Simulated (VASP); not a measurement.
# TiC (Fm-3m) in VASP: single point with PBE

Aim: the single point of TiC with PBE.

All numbers are computed with VASP 6.6.1; they aren't measurements. Logs are shortened: lines on timing, memory, paths and dates and some standing lists are left out, and cuts for length are marked.

## Step 1: The cell of the first run

It takes space group Fm-3m (No. 225, cubic). Conventional cell: a = 4.333 Å, b = 4.333 Å, c = 4.333 Å, α = 90.00°, β = 90.00°, γ = 90.00°. Ti (site symmetry m-3m) has 6 C at 2.17 Å within 2.9 Å. Within 2.9 Å of C (site symmetry m-3m) lie 6 Ti at 2.17 Å.

## Step 2: Single point, PBE

The input, POSCAR:

```
TiC
1.0
    0.0000000000      2.1664107359      2.1664107359
    2.1664107359      0.0000000000      2.1664107359
    2.1664107359      2.1664107359      0.0000000000
Ti C
1 1
Direct
    0.0000000000      0.0000000000      0.0000000000
    0.5000000000      0.5000000000      0.5000000000
```

The input, INCAR.step1:

```
PREC     = Accurate       # precision mode
ENCUT    = 520            # plane-wave cutoff, eV
EDIFF    = 1E-6           # SCF threshold, eV
ISMEAR   = 0              # smearing method
SIGMA    = 0.1            # smearing width, eV
LREAL    = False          # projectors in reciprocal space
LASPH    = True           # aspherical terms in the spheres
NELM     = 60             # most SCF steps
ALGO     = Normal         # electronic algorithm
ISIF     = 2              # what is computed and relaxed
LWAVE    = False          # write WAVECAR
LCHARG   = True           # write CHGCAR
LMAXMIX  = 4              # l up to which the mixer works
GGA      = PE             # functional
NBANDS   = 15             # bands
```

The input, KPOINTS.step1:

```
Automatic mesh
0
Gamma
  16 16 16
```

The input, INCAR.step2:

```
PREC     = Accurate       # precision mode
ENCUT    = 520            # plane-wave cutoff, eV
EDIFF    = 1E-6           # SCF threshold, eV
ISMEAR   = -5             # smearing method
SIGMA    = 0.1            # smearing width, eV
LREAL    = False          # projectors in reciprocal space
LASPH    = True           # aspherical terms in the spheres
NELM     = 60             # most SCF steps
ALGO     = Normal         # electronic algorithm
ISIF     = 2              # what is computed and relaxed
LWAVE    = False          # write WAVECAR
LCHARG   = False          # write CHGCAR
LMAXMIX  = 4              # l up to which the mixer works
GGA      = PE             # functional
LORBIT   = 11             # projections on sites
NEDOS    = 2001           # points of the DOS
ICHARG   = 11             # starting density
```

The input, KPOINTS.step2:

```
Automatic mesh
0
Gamma
  24 24 24
```

Potentials or basis: VASP PAW PBE potentials, release 64 (Ti_sv, C).

Run with:

```bash
> cat potpaw_PBE.64/Ti_sv/POTCAR potpaw_PBE.64/C/POTCAR > POTCAR
> cp INCAR.step1 INCAR
> cp KPOINTS.step1 KPOINTS
> mpirun -np 1 vasp_std > vasp.out
> cp INCAR.step2 INCAR
> cp KPOINTS.step2 KPOINTS
> mpirun -np 1 vasp_std > vasp.out
```

OUTCAR:

```text
PREC = Accurate
   ENCUT = 520
   EDIFF = 1E-6
   ISMEAR = -5
   LREAL = False
   LASPH = True
   NELM = 60
   ISIF = 2
   GGA = PE
   LORBIT = 11
   ICHARG = 11

 ion  position               nearest neighbor table
   1  0.000  0.000  0.000-   2 2.17   2 2.17   2 2.17   2 2.17   2 2.17   2 2.17
   2  0.500  0.500  0.500-   1 2.17   1 2.17   1 2.17   1 2.17   1 2.17   1 2.17

  LATTYP: Found a face centered cubic cell.
 ALAT       =     4.3328214718

  Lattice vectors:

 A1 = (   0.0000000000,   2.1664107359,   2.1664107359)
 A2 = (   2.1664107359,   0.0000000000,   2.1664107359)
 A3 = (   2.1664107359,   2.1664107359,   0.0000000000)

Analysis of symmetry for initial positions (statically):
=====================================================================
 Subroutine PRICEL returns:
 Original cell was already a primitive cell.

 Routine SETGRP: Setting up the symmetry group for a
 face centered cubic supercell.

 Subroutine GETGRP returns: Found 48 space group operations
 (whereof 48 operations were pure point group operations)
 out of a pool of 48 trial point group operations.

The static configuration has the point symmetry O_h .

Analysis of symmetry for dynamics (positions and initial velocities):
=====================================================================
 Subroutine PRICEL returns:
 Original cell was already a primitive cell.

 Routine SETGRP: Setting up the symmetry group for a
 face centered cubic supercell.

 Subroutine GETGRP returns: Found 48 space group operations
 (whereof 48 operations were pure point group operations)
 out of a pool of 48 trial point group operations.

The dynamic configuration has the point symmetry O_h .

 Subroutine INISYM returns: Found 48 space group operations
 (whereof 48 operations are pure point group operations),
 and found     1 'primitive' translations

----------------------------------------------------------------------------------------

                                     Primitive cell

  volume of cell :      20.3354

  direct lattice vectors                    reciprocal lattice vectors
     0.000000000  2.166410736  2.166410736    -0.230796493  0.230796493  0.230796493
     2.166410736  0.000000000  2.166410736     0.230796493 -0.230796493  0.230796493
     2.166410736  2.166410736  0.000000000     0.230796493  0.230796493 -0.230796493

  length of vectors
     3.063767444  3.063767444  3.063767444     0.399751252  0.399751252  0.399751252

  position of ions in fractional coordinates (direct lattice)
     0.000000000  0.000000000  0.000000000
     0.500000000  0.500000000  0.500000000

  ion indices of the primitive-cell ions
   primitive index   ion index
                 1           1
                 2           2

----------------------------------------------------------------------------------------

 KPOINTS: Automatic mesh

Automatic generation of k-mesh.
 Grid dimensions read from file:
 generate k-points for:   24   24   24

 Generating k-lattice:

  Cartesian coordinates                     Fractional coordinates (reciprocal lattice)
    -0.009616521  0.009616521  0.009616521     0.041666667  0.000000000  0.000000000
     0.009616521 -0.009616521  0.009616521     0.000000000  0.041666667  0.000000000
     0.009616521  0.009616521 -0.009616521     0.000000000  0.000000000  0.041666667

  Length of vectors
     0.016656302  0.016656302  0.016656302

  Shift w.r.t. Gamma in fractional coordinates (k-lattice)
     0.000000000  0.000000000  0.000000000

 TETIRR: Found   1864 inequivalent tetrahedra from    82944

 Subroutine IBZKPT returns following result:
 ===========================================

 Found    413 irreducible k-points:

 Following reciprocal coordinates:
            Coordinates               Weight
  0.000000  0.000000  0.000000      1.000000
  0.041667  0.000000  0.000000      8.000000
  0.083333  0.000000  0.000000      8.000000
  0.125000  0.000000  0.000000      8.000000
  0.166667  0.000000  0.000000      8.000000
  0.208333  0.000000  0.000000      8.000000
[... 16 lines left out ...]
  0.416667  0.041667  0.000000     24.000000
  0.458333  0.041667  0.000000     24.000000
 [... further k-points ...]
   k-points           NKPTS =    413   k-points in BZ     NKDIM =    413   number of bands    NBANDS=     12
   number of dos      NEDOS =   2001   number of ions     NIONS =      2
   total plane-waves  NPLWV =  13824
   dimension x,y,z NGX =    24 NGY =   24 NGZ =   24
   dimension x,y,z NGXF=    48 NGYF=   48 NGZF=   48
   ions per type =               1   1
   NGX,Y,Z   is equivalent  to a cutoff of  13.02, 13.02, 13.02 a.u.
   NGXF,Y,Z  is equivalent  to a cutoff of  26.05, 26.05, 26.05 a.u.
 SYSTEM =  unknown system
   PREC   = accura    normal or accurate (medium, high low for compatibility)
   ISTART =      0    job   : 0-new  1-cont  2-samecut
   ICHARG =     11    charge: 1-file 2-atom 10-const
   ISPIN  =      1    spin polarized calculation?
   LNONCOLLINEAR =      F non collinear calculations
   LSORBIT =      F    spin-orbit coupling
   LASPH  =      T    aspherical Exc in radial PAW
   ENCUT  =  520.0 eV  38.22 Ry    6.18 a.u.   5.70  5.70  5.70*2*pi/ulx,y,z
   NELM   =     60;   NELMIN=  2; NELMDL=  0     # of ELM steps
   EDIFF  = 0.1E-05   stopping-criterion for ELM
   LREAL  =      F    real-space projection
   EDIFFG = 0.1E-04   stopping-criterion for IOM
   NSW    =      0    number of steps for IOM
   IBRION =     -1    ionic relax: 0-MD 1-quasi-New 2-CG
   NFREE  =      0    steps in history (QN), initial steepest desc. (CG)
   ISIF   =      2    stress and relaxation
   ISYM   =      2    0-nonsym 1-usesym 2-fastsym
   POTIM  = 0.5000    time-step for ionic-motion
   TEBEG  =    0.0;   TEEND  =   0.0 temperature during run
   PSTRESS=    0.0 pullay stress
   NELECT =      16.0000    total number of electrons
   NUPDOWN=      -1.0000    fix difference up-down
   EMIN   =  10.00;   EMAX   =-10.00  energy-range for DOS
   EFERMI =   0.00;   METHOD = LEGACY
   ISMEAR =    -5;   SIGMA  =   0.10  broadening in eV -4-tet -1-fermi 0-gaus
   EFERMI_NEDOS =   21; number of points for ismear=-14 and -15
   IALGO  =     38    algorithm
   IMIX   =      4    mixing-type and parameters
     AMIX     =   0.40;   BMIX     =  1.00
     AMIX_MAG =   1.60;   BMIX_MAG =  1.00
  volume/ion in A,a.u.               =      10.17        68.61
  Fermi-wavevector in a.u.,A,eV,Ry     =   1.511346  2.856031 31.077993  2.284168
  Thomas-Fermi vector in A             =   2.621416
   LORBIT       =     11    0 simple, 1 ext, 2 COOP (PROOUT), +10 PAW based schemes
   GGA     = PE    functional components
   LHFCALC =     F    Hartree Fock is set to
   AEXX    =    0.0000 exact exchange contribution
   IVDW    =     0    specifies the selected vdW correction
   LEPSILON=     F    determine dielectric tensor
   LRPA    =     F    only Hartree local field effects (RPA)
 non-spin polarized calculation
 Fermi weights with tetrahedron method with Bloechl corrections
  energy-cutoff  :      520.00
  volume of cell :       20.34
 maximum number of plane-waves:       568

 number of electron      16.0000000 magnetization

 Free energy of the ion-electron system (eV)
  ---------------------------------------------------
  ext. energy  EPLUGINS =         0.00000000
  ---------------------------------------------------
  free energy    TOTEN  =       -18.70941647 eV

  energy without entropy =      -18.70941647  energy(sigma->0) =      -18.70941647

 E-fermi :   9.4176     XC(G=0): -12.6930

 val. band max:        9.4399115917   @ k =   0.0833   0.0417   0.0000
 cond. band min:       9.4070271002   @ k =   0.1667   0.1667   0.0000
 fundamental gap:     -0.0328844916
 Fermi energy:         9.4175834545

 k-point     1 :       0.0000    0.0000    0.0000
  band No.  band energies     occupation
      1     -47.1911      2.00000
      2     -23.2157      2.00000
      3     -23.2157      2.00000
      4     -23.2157      2.00000
      5      -2.9913      2.00000
      6      10.0940      0.00000
      7      10.0940      0.00000
      8      10.0940      0.00000
      9      11.0771      0.00000
     10      11.0771      0.00000
     11      11.0771      0.00000
     12      11.1115      0.00000

 k-point     2 :       0.0417    0.0000    0.0000
  band No.  band energies     occupation
      1     -47.1899      2.00000
      2     -23.2244      2.00000
      3     -23.2165      2.00000
      4     -23.2165      2.00000
      5      -2.9520      2.00000
      6       9.8742     -0.02472
      7      10.0327      0.00000
      8      10.0327      0.00000
      9      10.5534      0.00000
     10      10.5534      0.00000
     11      11.2042      0.00000
     12      11.7540      0.00000

 k-point     3 :       0.0833    0.0000    0.0000
  band No.  band energies     occupation
      1     -47.1863      2.00000
      2     -23.2500      2.00000
      3     -23.2189      2.00000
      4     -23.2189      2.00000
      5      -2.8349      2.00000
      6       9.3846      1.34609
      7       9.6510      0.13188
      8       9.6510     -0.03081
      9      10.4096      0.00000
     10      10.4096      0.00000
     11      11.4301      0.00000
     12      12.4494      0.00000
[... 286 lines left out ...]
 k-point    23 :       0.4167    0.0417    0.0000
  band No.  band energies     occupation
      1     -47.1246      2.00000
      2     -23.6640      2.00000
      3     -23.2646      2.00000
      4     -23.2611      2.00000
      5      -0.0934      2.00000
      6       4.3008      2.00000
      7       6.6453      2.00000
      8       6.7615      2.00000
      9      11.9488      0.00000
     10      12.1758      0.00000
     11      13.1548      0.00000
     12      16.8561      0.00000

 k-point    24 :       0.4583    0.0417    0.0000
  band No.  band energies     occupation
      1     -47.1203      2.00000
      2     -23.6924      2.00000
      3     -23.2659      2.00000
      4     -23.2656      2.00000
      5       0.2585      2.00000
      6       3.8604      2.00000
      7       6.5411      2.00000
      8       6.6179      2.00000
      9      12.1435      0.00000
     10      12.2899      0.00000
     11      13.3565      0.00000
     12      17.2716      0.00000

 [... further k-points ...]

------------------------ aborting loop because EDIFF is reached ----------------------------------------

  FORCE on cell =-STRESS in cart. coord.  units (eV):
  Direction    XX          YY          ZZ          XY          YZ          ZX
  --------------------------------------------------------------------------------------
  -------------------------------------------------------------------------------------
  Total        0.0280357      0.0280357      0.0280357      0.0000000      0.0000000     -0.0000000
  in kB        2.2088643      2.2088643      2.2088643      0.0000000      0.0000000     -0.0000000
  external PRESSURE =       2.2088643 kB  Pullay stress =       0.0000000 kB

 VOLUME and BASIS-vectors are now :
 -----------------------------------------------------------------------------
  energy-cutoff  :      520.00
  volume of cell :       20.34
      direct lattice vectors                 reciprocal lattice vectors
     0.000000000  2.166410736  2.166410736    -0.230796493  0.230796493  0.230796493
     2.166410736  0.000000000  2.166410736     0.230796493 -0.230796493  0.230796493
     2.166410736  2.166410736  0.000000000     0.230796493  0.230796493 -0.230796493

 POSITION                                       TOTAL-FORCE (eV/Angst)
 -----------------------------------------------------------------------------------
      0.00000      0.00000      0.00000         0.000000     -0.000000      0.000000
      2.16641      2.16641      2.16641        -0.000000      0.000000     -0.000000
 -----------------------------------------------------------------------------------
    total drift:                                0.000000     -0.000000     -0.000000

  FREE ENERGIE OF THE ION-ELECTRON SYSTEM (eV)
  ---------------------------------------------------
  free  energy   TOTEN  =       -18.7094164712 eV

  energy  without entropy=      -18.7094164712  energy(sigma->0) =      -18.70941647

 total charge

# of ion       s       p       d       tot
------------------------------------------
    1        2.198   6.246   1.950  10.395
    2        0.896   1.504   0.000   2.400
--------------------------------------------------
tot          3.095   7.750   1.950  12.795
```

Run time: 1.8 min. Hardware: 1 thread of Intel Xeon 8259CL, shared host; peak memory 0.23 GiB.

What came out:

```yaml
Valence_electrons_inside_the_program's_atomic_spheres: Ti 10.39; C 2.40
```

Levels at points of the mesh, in eV from the Fermi level:
```
           k point  band 5  band 6  band 7  band 8  band 9  band 10  band 11  band 12
(0.00, 0.00, 0.00)  -12.41    0.68    0.68    0.68    1.66     1.66     1.66     1.69
(0.50, 0.00, 0.00)   -8.94   -5.85   -2.91   -2.91    2.89     2.89     4.07     8.13
(0.50, 0.50, 0.00)  -10.13   -3.45   -1.63   -0.05   -0.05     2.69     3.49     3.49
```

Caveat: tetrahedron occupations give inexact forces and stress in metals.
